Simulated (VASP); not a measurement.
# Hf (Pm-3m) in VASP: notebook

Runs on Hf. Level: LDA. Tasks: single point, relaxation of cell and atoms.

Program: VASP 6.6.1. These are calculated values, not measurements. Logs are shortened: lines on timing, memory, paths and dates and some standing lists are left out, and cuts for length are marked.

## (1) The cell of the first run

The structure is cubic, space group Pm-3m (No. 221). The conventional cell has a = 2.834 Å, b = 2.834 Å, c = 2.834 Å, α = 90.00°, β = 90.00°, γ = 90.00°. Hf (site symmetry m-3m) has 6 Hf at 2.83 Å within 3.7 Å.

## (2) Single point, LDA

INCAR reads:

```
SYSTEM = Hf
PREC = Accurate
ENCUT = 520
EDIFF = 1E-6
ISMEAR = -1
SIGMA = 0.1
LREAL = .FALSE.
LASPH = .TRUE.
NELM = 60
ALGO = Normal
ISIF = 2
LWAVE = .FALSE.
LCHARG = .FALSE.
GGA = CA
NBANDS = 11
```

KPOINTS reads:

```
Automatic mesh
0
G
  8 8 8
  0 0 0
```

POSCAR reads:

```
Hf
1.0
    2.8343659933      0.0000000000      0.0000000000
    0.0000000000      2.8343659933      0.0000000000
    0.0000000000      0.0000000000      2.8343659933
Hf
1
Direct
    0.0000000000      0.0000000000      0.0000000000
```

Potentials or basis: VASP PAW LDA potentials, release 64 (Hf_pv).

Launch:

```
> cat potpaw_LDA.64/Hf_pv/POTCAR > POTCAR
> mpirun -np 1 vasp_std > vasp.out
```

OUTCAR:

```text
SYSTEM = Hf
   PREC = Accurate
   ENCUT = 520
   EDIFF = 1E-6
   ISMEAR = -1
   LREAL = .FALSE.
   LASPH = .TRUE.
   NELM = 60
   ISIF = 2
   GGA = CA

 ion  position               nearest neighbor table
   1  0.000  0.000  0.000-

  LATTYP: Found a simple cubic cell.
 ALAT       =     2.8343659933

  Lattice vectors:

 A1 = (   2.8343659933,   0.0000000000,   0.0000000000)
 A2 = (   0.0000000000,   2.8343659933,   0.0000000000)
 A3 = (   0.0000000000,   0.0000000000,   2.8343659933)

Analysis of symmetry for initial positions (statically):
=====================================================================
 Subroutine PRICEL returns:
 Original cell was already a primitive cell.

 Routine SETGRP: Setting up the symmetry group for a
 simple cubic supercell.

 Subroutine GETGRP returns: Found 48 space group operations
 (whereof 48 operations were pure point group operations)
 out of a pool of 48 trial point group operations.

The static configuration has the point symmetry O_h .

Analysis of symmetry for dynamics (positions and initial velocities):
=====================================================================
 Subroutine PRICEL returns:
 Original cell was already a primitive cell.

 Routine SETGRP: Setting up the symmetry group for a
 simple cubic supercell.

 Subroutine GETGRP returns: Found 48 space group operations
 (whereof 48 operations were pure point group operations)
 out of a pool of 48 trial point group operations.

The dynamic configuration has the point symmetry O_h .

 Subroutine INISYM returns: Found 48 space group operations
 (whereof 48 operations are pure point group operations),
 and found     1 'primitive' translations

----------------------------------------------------------------------------------------

                                     Primitive cell

  volume of cell :      22.7702

  direct lattice vectors                    reciprocal lattice vectors
     2.834365993  0.000000000  0.000000000     0.352812587  0.000000000  0.000000000
     0.000000000  2.834365993  0.000000000     0.000000000  0.352812587  0.000000000
     0.000000000  0.000000000  2.834365993     0.000000000  0.000000000  0.352812587

  length of vectors
     2.834365993  2.834365993  2.834365993     0.352812587  0.352812587  0.352812587

[... 82 lines left out ...]
   IBRION =     -1    ionic relax: 0-MD 1-quasi-New 2-CG
   NFREE  =      0    steps in history (QN), initial steepest desc. (CG)
   ISIF   =      2    stress and relaxation
   ISYM   =      2    0-nonsym 1-usesym 2-fastsym
   POTIM  = 0.5000    time-step for ionic-motion
   TEBEG  =    0.0;   TEEND  =   0.0 temperature during run
   PSTRESS=    0.0 pullay stress
   NELECT =      10.0000    total number of electrons
   NUPDOWN=      -1.0000    fix difference up-down
   EMIN   =  10.00;   EMAX   =-10.00  energy-range for DOS
   EFERMI =   0.00;   METHOD = LEGACY
   ISMEAR =    -1;   SIGMA  =   0.10  broadening in eV -4-tet -1-fermi 0-gaus
   EFERMI_NEDOS =   21; number of points for ismear=-14 and -15
   IALGO  =     38    algorithm
   IMIX   =      4    mixing-type and parameters
     AMIX     =   0.40;   BMIX     =  1.00
     AMIX_MAG =   1.60;   BMIX_MAG =  1.00
  volume/ion in A,a.u.               =      22.77       153.66
  Fermi-wavevector in a.u.,A,eV,Ry     =   1.244378  2.351533 21.068295  1.548476
  Thomas-Fermi vector in A             =   2.378647
   LORBIT       =      0    0 simple, 1 ext, 2 COOP (PROOUT), +10 PAW based schemes
   GGA     = CA    functional components
   LHFCALC =     F    Hartree Fock is set to
   AEXX    =    0.0000 exact exchange contribution
   IVDW    =     0    specifies the selected vdW correction
   LEPSILON=     F    determine dielectric tensor
   LRPA    =     F    only Hartree local field effects (RPA)
 non-spin polarized calculation
  energy-cutoff  :      520.00
  volume of cell :       22.77
 maximum number of plane-waves:       627
 NGX is ok and might be reduce to    24
   NGX = 11   NGY = 11   NGZ = 11

 number of electron      10.0000000 magnetization

 number of electron       9.9999998 magnetization

 Free energy of the ion-electron system (eV)
  ---------------------------------------------------
  ext. energy  EPLUGINS =         0.00000000
  ---------------------------------------------------
  free energy    TOTEN  =        -9.67244559 eV

  energy without entropy =       -9.60559479  energy(sigma->0) =       -9.63902019

 E-fermi :   4.2127     XC(G=0): -11.2820

 val. band max:        4.1990118582   @ k =   0.3750   0.1250   0.1250
 cond. band min:       4.2429625923   @ k =   0.5000   0.3750   0.2500
 fundamental gap:      0.0439507341
 Fermi energy:         4.2127114022

 k-point     1 :       0.0000    0.0000    0.0000
  band No.  band energies     occupation
      1     -25.2945      2.00000
      2     -25.2945      2.00000
      3     -25.2945      2.00000
      4      -2.4404      2.00000
      5       2.5876      2.00000
      6       2.5876      2.00000
      7      11.2194      0.00000
      8      11.2194      0.00000
      9      11.2194      0.00000
     10      16.6444      0.00000
     11      17.8761      0.00000
[... 309 lines left out ...]
 k-point    24 :       0.5000    0.3750    0.1250
  band No.  band energies     occupation
      1     -26.3348      2.00000
      2     -26.1534      2.00000
      3     -25.2667      2.00000
      4       1.5414      2.00000
      5       4.0920      1.53962
      6       6.1399      0.00000
      7       6.6160      0.00000
      8       9.4910      0.00000
      9      10.9825      0.00000
     10      14.5249      0.00000
     11      16.6341      0.00000

 [... further k-points ...]

------------------------ aborting loop because EDIFF is reached ----------------------------------------

  FORCE on cell =-STRESS in cart. coord.  units (eV):
  Direction    XX          YY          ZZ          XY          YZ          ZX
  --------------------------------------------------------------------------------------
  -------------------------------------------------------------------------------------
  Total       -0.0030085     -0.0030085     -0.0030085     -0.0000000      0.0000000     -0.0000000
  in kB       -0.2116845     -0.2116845     -0.2116845     -0.0000000      0.0000000     -0.0000000
  external PRESSURE =      -0.2116845 kB  Pullay stress =       0.0000000 kB

 VOLUME and BASIS-vectors are now :
 -----------------------------------------------------------------------------
  energy-cutoff  :      520.00
  volume of cell :       22.77
      direct lattice vectors                 reciprocal lattice vectors
     2.834365993  0.000000000  0.000000000     0.352812587  0.000000000  0.000000000
     0.000000000  2.834365993  0.000000000     0.000000000  0.352812587  0.000000000
     0.000000000  0.000000000  2.834365993     0.000000000  0.000000000  0.352812587

 POSITION                                       TOTAL-FORCE (eV/Angst)
 -----------------------------------------------------------------------------------
      0.00000      0.00000      0.00000         0.000000      0.000000      0.000000
 -----------------------------------------------------------------------------------
    total drift:                               -0.000000     -0.000000      0.000000

  FREE ENERGIE OF THE ION-ELECTRON SYSTEM (eV)
  ---------------------------------------------------
  free  energy   TOTEN  =        -9.6724455897 eV

  energy  without entropy=       -9.6055947892  energy(sigma->0) =       -9.63902019
```

stdout:

```text
POSCAR found type information on POSCAR Hf
 POSCAR found :  1 types and       1 ions
 scaLAPACK will be used
 LDA part: xc-table for (Slater(with rela. corr.)+CA(PZ))
 , standard interpolation
 POSCAR, INCAR and KPOINTS ok, starting setup
 FFT: planning ... GRIDC
 FFT: planning ... GRID_SOFT
 FFT: planning ... GRID
 WAVECAR not read
 entering main loop
```

It took 6.4 s on 1 thread of AMD EPYC 7R13 (Zen 3), shared host; peak memory 0.1 GiB.

Results:

| Quantity | Value |
| --- | --- |
| Free energy | -9.6724 eV |
| Pressure | 0.0 GPa |
| Band gap on the k mesh | zero (band 5 reaches 5.20 eV, above the bottom of band 6 at 2.59 eV) |

Caveat: spin-orbit coupling is left out, which moves the levels of the heavy elements.

## (3) Single point, LDA

This run uses another cell than the first one, of 22.43 Å³/atom, 0.985 times its volume.

INCAR reads:

```
SYSTEM = Hf
PREC     = Accurate       ! precision mode
ENCUT    = 520            ! plane-wave cutoff, eV
EDIFF    = 1E-6           ! SCF threshold, eV
ISMEAR   = -1             ! smearing method
SIGMA    = 0.1            ! smearing width, eV
LREAL    = .FALSE.        ! projectors in reciprocal space
LASPH    = .TRUE.         ! aspherical terms in the spheres
NELM     = 80             ! most SCF steps
ALGO     = Normal         ! electronic algorithm
ISIF     = 2              ! what is computed and relaxed
LWAVE    = .FALSE.        ! write WAVECAR
LCHARG   = .TRUE.         ! write CHGCAR
LELF     = .TRUE.         ! ELF
LVHAR    = .TRUE.       
NBANDS   = 11             ! bands
```

KPOINTS reads:

```
regular mesh
0
G
  8 8 8
  0 0 0
```

POSCAR reads:

```
Hf
1.0
    2.8201227077      0.0000000000      0.0000000000
    0.0000000000      2.8201227077      0.0000000000
    0.0000000000      0.0000000000      2.8201227077
Hf
1
Direct
    0.0000000000      0.0000000000      0.0000000000
```

Potentials or basis: VASP PAW LDA potentials, release 64 (Hf_pv).

Launch:

```
> cat potpaw_LDA.64/Hf_pv/POTCAR > POTCAR
> mpirun -np 1 vasp_std > vasp.out
```

Run time: 7.5 s. Hardware: 1 thread of AMD EPYC 7R13 (Zen 3), shared host; peak memory 0.1 GiB.

The run converged. Its results:

| Item | Value |
| --- | --- |
| Free energy | -9.6712 eV |
| Pressure | 1.2 GPa |
| Band gap on the k mesh | zero (band 5 reaches 5.31 eV, above the bottom of band 6 at 2.65 eV) |

Levels at points of the mesh, in eV from the Fermi level:
```
           k point  band 2  band 3  band 4  band 5  band 6  band 7  band 8  band 9
(0.00, 0.00, 0.00)  -29.46  -29.46   -6.69   -1.66   -1.66    7.12    7.12    7.12
(0.50, 0.00, 0.00)  -29.34  -29.34   -3.18   -0.66    0.23    3.22    3.22    7.56
(0.50, 0.50, 0.00)  -30.54  -29.23   -3.30   -0.60    4.05    4.05    5.14    5.14
(0.50, 0.50, 0.50)  -30.38  -30.38   -1.59   -1.59   -1.59    7.05   10.05   10.05
```

Caveat: spin-orbit coupling is left out, which moves the levels of the heavy elements.

## (4) Single point, LDA

INCAR reads:

```
PREC = Accurate
ENCUT = 520
EDIFF = 1E-7
ISMEAR = -1
SIGMA = 0.1
LREAL = F
LASPH = T
NELM = 60
ALGO = Normal
ISIF = 2
LWAVE = F
LCHARG = F
GGA = CA
NBANDS = 11
```

KPOINTS reads:

```
regular mesh
0
Gamma
  8 8 8
```

POSCAR reads:

```
Hf
1.0
    2.8343659933      0.0000000000      0.0000000000
    0.0000000000      2.8343659933      0.0000000000
    0.0000000000      0.0000000000      2.8343659933
Hf
1
Direct
    0.0000000000      0.0000000000      0.0000000000
```

Launch:

```
> cat potpaw_LDA.64/Hf_pv/POTCAR > POTCAR
> mpirun -np 1 vasp_std > vasp.out
```

Run time: 7.2 s. Hardware: 1 thread of AMD EPYC 7R13 (Zen 3), shared host; peak memory 0.1 GiB.

It converged, with:

```
Free energy            : -9.6724 eV
Pressure               : -0.1 GPa
Band gap on the k mesh : zero (band 5 reaches 5.20 eV, above the bottom of band 6 at 2.59 eV)
```

Levels at points of the mesh, in eV from the Fermi level:
| k point | band 3 | band 4 | band 5 | band 6 | band 7 | band 8 |
| --- | --- | --- | --- | --- | --- | --- |
| (0.00, 0.00, 0.00) | -29.51 | -6.65 | -1.63 | -1.63 | 7.01 | 7.01 |
| (0.50, 0.00, 0.00) | -29.40 | -3.17 | -0.64 | 0.20 | 3.18 | 3.18 |
| (0.50, 0.50, 0.00) | -29.29 | -3.22 | -0.60 | 4.00 | 4.00 | 5.04 |
| (0.50, 0.50, 0.50) | -30.39 | -1.54 | -1.54 | -1.54 | 7.05 | 9.87 |

Caveat: spin-orbit coupling is left out, which moves the levels of the heavy elements.

## (5) Single point, LDA

This run uses another cell than the first one, of 23.11 Å³/atom, 1.015 times its volume.

INCAR reads:

```
PREC = Accurate
ENCUT = 520
EDIFF = 1E-6
ISMEAR = -1
SIGMA = 0.1
LREAL = F
LASPH = T
NELM = 100
ALGO = Normal
ISIF = 2
LWAVE = F
LCHARG = T
LELF = T
LVHAR = T
NBANDS = 11
```

KPOINTS reads:

```
Automatic mesh
0
Gamma
  8 8 8
```

POSCAR reads:

```
Hf
1.0
    2.8484675487      0.0000000000      0.0000000000
    0.0000000000      2.8484675487      0.0000000000
    0.0000000000      0.0000000000      2.8484675487
Hf
1
Direct
    0.0000000000      0.0000000000      0.0000000000
```

Launch:

```
> cat potpaw_LDA.64/Hf_pv/POTCAR > POTCAR
> mpirun -np 1 vasp_std > vasp.out
```

Run time: 7.3 s. Hardware: 1 thread of AMD EPYC 7R13 (Zen 3), shared host; peak memory 0.1 GiB.

The run converged. Its results:

```yaml
Free_energy: -9.6710 eV
Pressure: -1.3 GPa
Band_gap_on_the_k_mesh: zero (band 5 reaches 5.09 eV, above the bottom of band 6 at 2.53 eV)
```

Levels at points of the mesh, in eV from the Fermi level:
| k point | band 3 | band 4 | band 5 | band 6 | band 7 | band 8 |
| --- | --- | --- | --- | --- | --- | --- |
| (0.00, 0.00, 0.00) | -29.56 | -6.61 | -1.59 | -1.59 | 6.89 | 6.89 |
| (0.50, 0.00, 0.00) | -29.45 | -3.16 | -0.62 | 0.17 | 3.15 | 3.15 |
| (0.50, 0.50, 0.00) | -29.35 | -3.15 | -0.61 | 3.95 | 3.95 | 4.95 |
| (0.50, 0.50, 0.50) | -30.40 | -1.50 | -1.50 | -1.50 | 7.05 | 9.70 |

Caveat: spin-orbit coupling is left out, which moves the levels of the heavy elements.

## (6) Relaxation of cell and atoms, LDA

This run uses another cell than the first one, of 24.64 Å³/atom, 1.082 times its volume.

INCAR reads:

```
ALGO     = Normal         # electronic algorithm
EDIFF    = 1E-7           # SCF threshold, eV
EDIFFG   = -0.01          # ionic threshold
ENCUT    = 600            # plane-wave cutoff, eV
GGA      = CA             # functional
IBRION   = 2              # ionic algorithm
ISIF     = 3              # what is computed and relaxed
ISMEAR   = -1             # smearing method
LASPH    = T              # aspherical terms in the spheres
LCHARG   = F              # write CHGCAR
LREAL    = F              # projectors in reciprocal space
LWAVE    = F              # write WAVECAR
NELM     = 100            # most SCF steps
NSW      = 80             # ionic steps
PREC     = Accurate       # precision mode
SIGMA    = 0.1            # smearing width, eV
```

KPOINTS reads:

```
k-points
0
Gamma
  8 8 8
```

POSCAR reads:

```
Hf
1.0
    2.9100000000      0.0000000000      0.0000000000
    0.0000000000      2.9100000000      0.0000000000
    0.0000000000      0.0000000000      2.9100000000
Hf
1
Direct
    0.0000000000      0.0000000000      0.0000000000
```

Potentials or basis: VASP PAW LDA potentials, release 64 (Hf_pv).

Launch:

```
> cat potpaw_LDA.64/Hf_pv/POTCAR > POTCAR
> mpirun -np 1 vasp_std > vasp.out
```

Run time: 5.2 s. Hardware: 1 thread of Intel Xeon 6975P-C (Granite Rapids), shared host; peak memory 0.14 GiB.

The run converged. Its results:

- Free energy: -9.6727 eV
- Relaxed volume: 22.75 Å³/atom
- Relaxed cell: a = 2.834 Å, b = 2.834 Å, c = 2.834 Å, α = 90.00°, β = 90.00°, γ = 90.00°
- Space group after relaxing (to 0.05 Å): Pm-3m (No. 221)
- Energy gained by relaxing: 37.3 meV/atom
- Ionic steps: 3
- Pressure after relaxing: 0.0 GPa
- Band gap on the k mesh: zero (band 5 reaches 5.20 eV, above the bottom of band 6 at 2.59 eV)

The path:
| step | energy change (eV) | largest force (eV/Å) | pressure (GPa) | volume (Å³) |
| --- | --- | --- | --- | --- |
| 1 | 0.0000 | 0.0000 | -5.95 | 24.64 |
| 2 | -0.0184 | 0.0000 | 5.14 | 21.52 |
| 3 | -0.0373 | 0.0000 | -0.03 | 22.75 |

Final structure:
```
CELL_PARAMETERS angstrom
2.83372 0.00000 0.00000
0.00000 2.83372 0.00000
0.00000 0.00000 2.83372
ATOMIC_POSITIONS crystal
Hf 0.00000 0.00000 0.00000
```

Levels at points of the mesh, in eV from the Fermi level:
| k point | band 3 | band 4 | band 5 | band 6 | band 7 | band 8 |
| --- | --- | --- | --- | --- | --- | --- |
| (0.00, 0.00, 0.00) | -29.50 | -6.66 | -1.63 | -1.63 | 7.01 | 7.01 |
| (0.50, 0.00, 0.00) | -29.39 | -3.17 | -0.64 | 0.20 | 3.18 | 3.18 |
| (0.50, 0.50, 0.00) | -29.29 | -3.22 | -0.60 | 4.00 | 4.00 | 5.05 |
| (0.50, 0.50, 0.50) | -30.39 | -1.55 | -1.55 | -1.55 | 7.05 | 9.88 |

Caveat: spin-orbit coupling is left out, which moves the levels of the heavy elements.

## (7) The runs side by side

```csv
task,cell,cutoff (eV),gap on the mesh (eV),pressure (GPa)
single point,"a = 2.834 Å, 1 atom",520,none,-0.1
single point,"a = 2.820 Å, 1 atom",520,none,1.2
single point,"a = 2.848 Å, 1 atom",520,none,-1.3
relaxation of cell and atoms,"relaxed from a = 2.910 Å, 1 atom",600,none,0.0
```

Alike in all rows: level LDA; potentials or basis VASP PAW LDA potentials, release 64 (Hf_pv); no spin polarisation; k mesh 8 × 8 × 8; smearing fermi-dirac 0.1 eV.

Caveats: spin-orbit coupling is left out, which moves the levels of the heavy elements.

Total energies depend on the potentials used, so only differences within one code and one set of settings carry meaning.
